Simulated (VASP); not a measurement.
Set up this calculation in VASP 6.6.1, as the native input.

```
Task                   : single point
Functional             : PBE
Potentials or basis    : VASP PAW PBE potentials, release 64 (Sn_d, H)
Cutoff                 : 520 eV
k mesh                 : 6 × 6 × 2
Occupations            : gaussian, width 0.1 eV
Spin                   : no spin polarisation
Dipole correction      : no
Further INCAR settings : ALGO = Normal; EDIFF = 1e-07; NBANDS = 18
```

The structure of SnH5 lies in POSCAR:

```
SnH5
1.0
    2.9313463886     -0.0000000027      0.0000000000
   -1.4656731919      2.5386204412      0.0000000000
    0.0000000000      0.0000000000      8.6827698370
Sn H
1 5
Direct
    0.0000000000      0.0000000000      0.5000000000
    0.5000000000      0.0000000000      0.0000000000
    0.0000000000      0.5000000000      0.0000000000
    0.5000000000      0.5000000000      0.0000000000
    0.0000000000      0.0000000000      0.2939849012
    0.0000000000      0.0000000000      0.7060150988
```

The input as run:

INCAR

```
SYSTEM = SnH5
PREC = Accurate ; ENCUT = 520
EDIFF = 1E-7 ; ISMEAR = 0
SIGMA = 0.1 ; LREAL = .FALSE.
LASPH = .TRUE. ; NELM = 80
ALGO = Normal ; ISIF = 2
LWAVE = .FALSE. ; LCHARG = .FALSE.
GGA = PE ; NBANDS = 18
```

KPOINTS

```
Automatic mesh
0
G
  6 6 2
  0 0 0
```

Potentials or basis: VASP PAW PBE potentials, release 64 (Sn_d, H).

The run is started by

```console
$ cat potpaw_PBE.64/Sn_d/POTCAR potpaw_PBE.64/H/POTCAR > POTCAR
$ mpirun -np 1 vasp_std > vasp.out
```

Results of the run:

The pressure is -0.1 GPa. The largest force is 0.006 eV/Å.

Caveat: the k points lie up to 0.41 Å⁻¹ apart.

Run time: 15 s on 1 thread of Intel(R) Xeon(R) Platinum 8259CL CPU @ 2.50GHz (Skylake/Cascade Lake), on a shared host, peak memory 0.18 GiB.
